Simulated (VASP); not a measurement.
# CoSn (P6/mmm) in VASP: notebook

Runs on CoSn. Level: PBEsol. Tasks: single point.

Everything below comes from runs of VASP 6.6.1. Logs are shortened: lines on timing, memory, paths and dates and some standing lists are left out, and cuts for length are marked.

## Step 1: The cell of the first run

The structure is hexagonal, space group P6/mmm (No. 191). Conventional cell: a = 5.220 Å, b = 5.220 Å, c = 4.168 Å, α = 90.00°, β = 90.00°, γ = 120.00°. Co (site symmetry mmm) has 6 Sn at 2.57 to 2.61 Å and 4 Co at 2.61 Å within 3.4 Å. Within 3.4 Å of Sn (site symmetry -6m2) lie 6 Co at 2.57 Å and 3 Sn at 3.01 Å. Sn (site symmetry 6/mmm) has 6 Co at 2.61 Å within 3.4 Å.

## Step 2: Single point, PBEsol

Input file INCAR:

```
  PREC = Accurate
  ENCUT = 520
  EDIFF = 1E-7
  ISMEAR = 0
  SIGMA = 0.1
  LREAL = F
  LASPH = T
  NELM = 100
  ALGO = Fast
  ISIF = 2
  LWAVE = F
  LCHARG = F
  GGA = PS
  NBANDS = 44
```

Input file KPOINTS:

```
regular mesh
0
Gamma
  12 12 8
```

Input file POSCAR:

```
CoSn
1.0
    5.2197158197      0.0000000000      0.0000000000
   -2.6098579099      4.5204065004      0.0000000000
    0.0000000000      0.0000000000      4.1684718869
Co Sn
3 3
Direct
    0.0000000000      0.5000000000      0.0000000000
    0.5000000000      0.5000000000      0.0000000000
    0.5000000000      0.0000000000      0.0000000000
    0.6666666667      0.3333333333      0.5000000000
    0.3333333333      0.6666666667      0.5000000000
    0.0000000000      0.0000000000      0.0000000000
```

Potentials or basis: VASP PAW PBE potentials, release 64 (Co, Sn_d).

The run is started by

```
$ cat potpaw_PBE.64/Co/POTCAR potpaw_PBE.64/Sn_d/POTCAR > POTCAR
$ mpirun -np 1 vasp_std > vasp.out
```

OUTCAR:

```text
PREC = Accurate
   ENCUT = 520
   EDIFF = 1E-7
   ISMEAR = 0
   LREAL = F
   LASPH = T
   NELM = 100
   ISIF = 2
   GGA = PS

 ion  position               nearest neighbor table
   1  0.000  0.500  0.000-   4 2.57   5 2.57   4 2.57   5 2.57   3 2.61   3 2.61   2 2.61   2 2.61
                             6 2.61   6 2.61
   2  0.500  0.500  0.000-   4 2.57   5 2.57   4 2.57   5 2.57   6 2.61   6 2.61   1 2.61   1 2.61
                             3 2.61   3 2.61
   3  0.500  0.000  0.000-   4 2.57   5 2.57   4 2.57   5 2.57   1 2.61   1 2.61   6 2.61   6 2.61
                             2 2.61   2 2.61
   4  0.667  0.333  0.500-   1 2.57   1 2.57   3 2.57   3 2.57   2 2.57   2 2.57   5 3.01   5 3.01
                             5 3.01   6 3.66   6 3.66   6 3.66   6 3.66   6 3.66   6 3.66
   5  0.333  0.667  0.500-   1 2.57   1 2.57   3 2.57   3 2.57   2 2.57   2 2.57   4 3.01   4 3.01
                             4 3.01   6 3.66   6 3.66   6 3.66   6 3.66   6 3.66   6 3.66
   6  0.000  0.000  0.000-   2 2.61   2 2.61   3 2.61   3 2.61   1 2.61   1 2.61   5 3.66   4 3.66
                             5 3.66   4 3.66   4 3.66   5 3.66   5 3.66   4 3.66   5 3.66   5 3.66

  LATTYP: Found a hexagonal cell.
 ALAT       =     5.2197158197
 C/A-ratio  =     0.7986013091

  Lattice vectors:

 A1 = (   5.2197158197,   0.0000000000,   0.0000000000)
 A2 = (  -2.6098579099,   4.5204065004,   0.0000000000)
 A3 = (   0.0000000000,   0.0000000000,   4.1684718869)

Analysis of symmetry for initial positions (statically):
=====================================================================
 Subroutine PRICEL returns:
 Original cell was already a primitive cell.

 Routine SETGRP: Setting up the symmetry group for a
 hexagonal supercell.

 Subroutine GETGRP returns: Found 24 space group operations
 (whereof 24 operations were pure point group operations)
 out of a pool of 24 trial point group operations.

The static configuration has the point symmetry D_6h.

Analysis of symmetry for dynamics (positions and initial velocities):
=====================================================================
 Subroutine PRICEL returns:
 Original cell was already a primitive cell.

 Routine SETGRP: Setting up the symmetry group for a
 hexagonal supercell.

 Subroutine GETGRP returns: Found 24 space group operations
 (whereof 24 operations were pure point group operations)
 out of a pool of 24 trial point group operations.

The dynamic configuration has the point symmetry D_6h.

 Subroutine INISYM returns: Found 24 space group operations
 (whereof 24 operations are pure point group operations),
 and found     1 'primitive' translations

----------------------------------------------------------------------------------------

                                     Primitive cell

  volume of cell :      98.3561

  direct lattice vectors                    reciprocal lattice vectors
     5.219715820  0.000000000  0.000000000     0.191581311  0.110609522  0.000000000
    -2.609857910  4.520406500  0.000000000     0.000000000  0.221219043  0.000000000
     0.000000000  0.000000000  4.168471887     0.000000000  0.000000000  0.239896064

  length of vectors
     5.219715820  5.219715820  4.168471887     0.221219043  0.221219043  0.239896064

  position of ions in fractional coordinates (direct lattice)
     0.000000000  0.500000000  0.000000000
     0.500000000  0.500000000  0.000000000
     0.500000000  0.000000000  0.000000000
     0.666666667  0.333333333  0.500000000
     0.333333333  0.666666667  0.500000000
     0.000000000  0.000000000  0.000000000

  ion indices of the primitive-cell ions
   primitive index   ion index
                 1           1
                 2           2
                 3           3
                 4           4
                 5           5
                 6           6

----------------------------------------------------------------------------------------

 KPOINTS: regular mesh

Automatic generation of k-mesh.
 Grid dimensions read from file:
 generate k-points for:   12   12    8

 Generating k-lattice:

  Cartesian coordinates                     Fractional coordinates (reciprocal lattice)
     0.015965109  0.009217460  0.000000000     0.083333333  0.000000000  0.000000000
     0.000000000  0.018434920  0.000000000     0.000000000  0.083333333  0.000000000
     0.000000000  0.000000000  0.029987008     0.000000000  0.000000000  0.125000000

  Length of vectors
     0.018434920  0.018434920  0.029987008

  Shift w.r.t. Gamma in fractional coordinates (k-lattice)
     0.000000000  0.000000000  0.000000000

 Subroutine IBZKPT returns following result:
 ===========================================

 Found     95 irreducible k-points:

 Following reciprocal coordinates:
            Coordinates               Weight
  0.000000  0.000000  0.000000      1.000000
  0.083333  0.000000  0.000000      6.000000
  0.166667 -0.000000  0.000000      6.000000
  0.250000 -0.000000  0.000000      6.000000
  0.333333  0.000000  0.000000      6.000000
  0.416667  0.000000  0.000000      6.000000
[... 16 lines left out ...]
  0.250000 -0.000000  0.125000     12.000000
  0.333333  0.000000  0.125000     12.000000
 [... further k-points ...]
   k-points           NKPTS =     95   k-points in BZ     NKDIM =     95   number of bands    NBANDS=     44
   number of dos      NEDOS =    301   number of ions     NIONS =      6
   total plane-waves  NPLWV =  51200
   dimension x,y,z NGX =    40 NGY =   40 NGZ =   32
   dimension x,y,z NGXF=    80 NGYF=   80 NGZF=   64
   ions per type =               3   3
   NGX,Y,Z   is equivalent  to a cutoff of  12.74, 12.74, 12.76 a.u.
   NGXF,Y,Z  is equivalent  to a cutoff of  25.48, 25.48, 25.52 a.u.
 SYSTEM =  unknown system
   PREC   = accura    normal or accurate (medium, high low for compatibility)
   ISTART =      0    job   : 0-new  1-cont  2-samecut
   ICHARG =      2    charge: 1-file 2-atom 10-const
   ISPIN  =      1    spin polarized calculation?
   LNONCOLLINEAR =      F non collinear calculations
   LSORBIT =      F    spin-orbit coupling
   LASPH  =      T    aspherical Exc in radial PAW
   ENCUT  =  520.0 eV  38.22 Ry    6.18 a.u.   9.71  9.71  7.75*2*pi/ulx,y,z
   NELM   =    100;   NELMIN=  2; NELMDL= -5     # of ELM steps
   EDIFF  = 0.1E-06   stopping-criterion for ELM
   LREAL  =      F    real-space projection
   EDIFFG = 0.1E-05   stopping-criterion for IOM
   NSW    =      0    number of steps for IOM
   IBRION =     -1    ionic relax: 0-MD 1-quasi-New 2-CG
   NFREE  =      0    steps in history (QN), initial steepest desc. (CG)
   ISIF   =      2    stress and relaxation
   ISYM   =      2    0-nonsym 1-usesym 2-fastsym
   POTIM  = 0.5000    time-step for ionic-motion
   TEBEG  =    0.0;   TEEND  =   0.0 temperature during run
   PSTRESS=    0.0 pullay stress
   NELECT =      69.0000    total number of electrons
   NUPDOWN=      -1.0000    fix difference up-down
   EMIN   =  10.00;   EMAX   =-10.00  energy-range for DOS
   EFERMI =   0.00;   METHOD = LEGACY
   ISMEAR =     0;   SIGMA  =   0.10  broadening in eV -4-tet -1-fermi 0-gaus
   EFERMI_NEDOS =   21; number of points for ismear=-14 and -15
   IALGO  =     68    algorithm
   IMIX   =      4    mixing-type and parameters
     AMIX     =   0.40;   BMIX     =  1.00
     AMIX_MAG =   1.60;   BMIX_MAG =  1.00
  volume/ion in A,a.u.               =      16.39       110.62
  Fermi-wavevector in a.u.,A,eV,Ry     =   1.454646  2.748883 28.789878  2.115996
  Thomas-Fermi vector in A             =   2.571773
   LORBIT       =      0    0 simple, 1 ext, 2 COOP (PROOUT), +10 PAW based schemes
   GGA     = PS    functional components
   LHFCALC =     F    Hartree Fock is set to
   AEXX    =    0.0000 exact exchange contribution
   IVDW    =     0    specifies the selected vdW correction
   LEPSILON=     F    determine dielectric tensor
   LRPA    =     F    only Hartree local field effects (RPA)
 non-spin polarized calculation
 RMM-DIIS sequential band-by-band and
 Gauss-broadening in eV      SIGMA  =   0.10
  energy-cutoff  :      520.00
  volume of cell :       98.36
 maximum number of plane-waves:      2674
 NGX is ok and might be reduce to    40
   NGX = 19   NGY = 19   NGZ = 15

 number of electron      68.9999995 magnetization

 Free energy of the ion-electron system (eV)
  ---------------------------------------------------
  ext. energy  EPLUGINS =         0.00000000
  ---------------------------------------------------
  free energy    TOTEN  =       -36.98107764 eV

  energy without entropy =      -36.96883650  energy(sigma->0) =      -36.97495707

 E-fermi :  10.1802     XC(G=0): -12.0951

 val. band max:       10.1678820785   @ k =   0.3333   0.0000   0.1250
 cond. band min:      10.1949069578   @ k =   0.0833   0.0833   0.5000
 fundamental gap:      0.0270248792
 Fermi energy:        10.1801522413

 k-point     1 :       0.0000    0.0000    0.0000
  band No.  band energies     occupation
      1     -11.2012      2.00000
      2     -11.0863      2.00000
      3     -11.0863      2.00000
      4     -11.0858      2.00000
      5     -11.0858      2.00000
      6     -10.9992      2.00000
[... 36 lines left out ...]
     43      16.3380      0.00000
     44      16.9066      0.00000

 k-point     2 :       0.0833    0.0000    0.0000
  band No.  band energies     occupation
      1     -11.2004      2.00000
      2     -11.0931      2.00000
      3     -11.0902      2.00000
      4     -11.0869      2.00000
      5     -11.0861      2.00000
      6     -11.0052      2.00000
[... 36 lines left out ...]
     43      16.1748      0.00000
     44      16.2031      0.00000

 k-point     3 :       0.1667   -0.0000    0.0000
  band No.  band energies     occupation
      1     -11.1984      2.00000
      2     -11.1090      2.00000
      3     -11.1010      2.00000
      4     -11.0898      2.00000
      5     -11.0863      2.00000
      6     -11.0133      2.00000
[... 976 lines left out ...]
     43      15.1177      0.00000
     44      17.0260      0.00000

 k-point    24 :       0.3333    0.0000    0.1250
  band No.  band energies     occupation
      1     -11.1909      2.00000
      2     -11.1444      2.00000
      3     -11.1301      2.00000
      4     -11.0926      2.00000
      5     -11.0807      2.00000
      6     -11.0159      2.00000
[... 36 lines left out ...]
     43      15.1287      0.00000
     44      16.9473      0.00000

 [... further k-points ...]
[... 5 lines left out ...]
  --------------------------------------------------------------------------------------
  -------------------------------------------------------------------------------------
  Total       -0.0296887     -0.0296887     -0.0894130      0.0000000      0.0000000     -0.0000000
  in kB       -0.4836153     -0.4836153     -1.4564989      0.0000000      0.0000000     -0.0000000
  external PRESSURE =      -0.8079098 kB  Pullay stress =       0.0000000 kB

 VOLUME and BASIS-vectors are now :
 -----------------------------------------------------------------------------
  energy-cutoff  :      520.00
  volume of cell :       98.36
      direct lattice vectors                 reciprocal lattice vectors
     5.219715820  0.000000000  0.000000000     0.191581311  0.110609522  0.000000000
    -2.609857910  4.520406500  0.000000000     0.000000000  0.221219043  0.000000000
     0.000000000  0.000000000  4.168471887     0.000000000  0.000000000  0.239896064

 POSITION                                       TOTAL-FORCE (eV/Angst)
 -----------------------------------------------------------------------------------
     -1.30493      2.26020      0.00000         0.000000      0.000000      0.000000
      1.30493      2.26020      0.00000         0.000000      0.000000      0.000000
      2.60986      0.00000      0.00000         0.000000      0.000000      0.000000
      2.60986      1.50680      2.08424         0.000000     -0.000000      0.000000
     -0.00000      3.01360      2.08424        -0.000000      0.000000      0.000000
      0.00000      0.00000      0.00000        -0.000000      0.000000      0.000000
 -----------------------------------------------------------------------------------
    total drift:                               -0.000000      0.000000     -0.000000

  FREE ENERGIE OF THE ION-ELECTRON SYSTEM (eV)
  ---------------------------------------------------
  free  energy   TOTEN  =       -36.9810776400 eV

  energy  without entropy=      -36.9688365034  energy(sigma->0) =      -36.97495707
```

It took 7.6 min on 1 thread of Intel Xeon Platinum 8488C (Sapphire Rapids), shared host; peak memory 0.45 GiB.

What came out:

```yaml
Free_energy: -36.9811 eV
Pressure: -0.1 GPa
```

Levels at points of the mesh, in eV from the Fermi level:
```tsv
k point	band 31	band 32	band 33	band 34	band 35	band 36	band 37	band 38
(0.00, 0.00, 0.00)	-0.43	-0.43	-0.40	-0.40	0.54	0.69	1.44	1.44
(0.50, 0.00, 0.00)	-0.64	-0.42	-0.41	0.76	1.06	1.78	1.87	2.68
(0.00, 0.00, 0.50)	-0.96	-0.50	-0.49	-0.49	-0.39	-0.39	-0.18	0.54
(0.50, 0.00, 0.50)	-0.98	-0.70	-0.50	-0.43	-0.40	-0.11	0.45	1.32
```

Caveat: the PAW data sets were made with another functional, which shifts forces and pressure a little; spin-orbit coupling is left out, which moves the levels of the heavy elements.

(Part 1 of 2 ends here.)
